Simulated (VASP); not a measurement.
Here is a VASP 6.6.1 calculation.

Contents of INCAR:

```
SYSTEM = Ge
  PREC = Accurate
  ENCUT = 520
  EDIFF = 1E-8
  ISMEAR = -1
  SIGMA = 0.05
  LREAL = .False.
  LASPH = .True.
  NELM = 80
  ALGO = Normal
  ISIF = 2
  LWAVE = .False.
  LCHARG = .False.
  GGA = PS
  LEFG = .True.
  NBANDS = 36
```

File KPOINTS:

```
Automatic mesh
0
Gamma
  11 11 6
  0 0 0
```

Contents of POSCAR:

```
Ge
1.0
    4.0240606931      0.0000000000      0.0000000000
   -2.0120303466      3.4849387866      0.0000000000
    0.0000000000      0.0000000000      6.6430837134
Ge
4
Direct
    0.6666666667      0.3333333333      0.0629012500
    0.3333333333      0.6666666667      0.5629012500
    0.6666666667      0.3333333333      0.4370987500
    0.3333333333      0.6666666667      0.9370987500
```

Potentials or basis: VASP PAW PBE potentials, release 64 (Ge_d).

Launch:

```sh
$ cat potpaw_PBE.64/Ge_d/POTCAR > POTCAR
$ mpirun -np 1 vasp_std > vasp.out
```

(1) Predict the pressure.

(2) Estimate the band gap on the k mesh.

## Answers

(1) -1.4 GPa.

(2) zero (filled and empty bands touch).

Caveat: without QUAD_EFG the Cq values of the log hold for a quadrupole moment of 1 mb, not for the nuclei; the PAW data sets were made with another functional, which shifts forces and pressure a little.
